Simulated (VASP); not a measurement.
The system is Tl.

```
Tl
1.0
     3.45600    0.00000    0.00000
    -1.72800    2.99298    0.00000
     0.00000    0.00000    5.52500
Tl
2
Direct
  0.33333 0.66667 0.25000
  0.66667 0.33333 0.75000
```

* Program: VASP 6.6.1
* Task: relaxation of cell and atoms
* Functional: PBEsol
* Potentials or basis: VASP PAW PBE potentials, release 64 (Tl_d)
* Cutoff: 600 eV
* k mesh: 6 × 6 × 3
* Occupations: gaussian, width 0.05 eV
* Spin: no spin polarisation

At the start: pressure -0.1 GPa; volume 28.57 Å³/atom.

**Question.** Where does the relaxation end?

**Answer.** Over 3 steps the energy falls by 5.5 meV/atom and the volume is 28.42 Å³/atom (-0.6 %); space group P6_3/mmc (No. 194, to 0.1 Å) before and after.

Step by step:
| step | energy change (eV) | largest force (eV/Å) | pressure (GPa) | volume (Å³) |
| --- | --- | --- | --- | --- |
| 1 | 0.0000 | 0.0000 | -0.14 | 57.15 |
| 2 | -0.0098 | 0.0000 | 0.00 | 56.94 |
| 3 | -0.0110 | 0.0000 | 0.12 | 56.83 |

Final structure:
```yaml
crystal:
  lattice:
    - [3.48830, 0.00000, 0.00000]
    - [-1.74415, 3.02096, 0.00000]
    - [0.00000, 0.00000, 5.39294]
  atoms:
    - { symbol: Tl, position: [0.33333, 0.66667, 0.25000] }
    - { symbol: Tl, position: [0.66667, 0.33333, 0.75000] }
```

Caveat: the k points lie up to 0.39 Å⁻¹ apart in the final cell, too coarse for converged energies and pressures of a metal; the PAW data sets were made with another functional, which shifts forces and pressure a little.
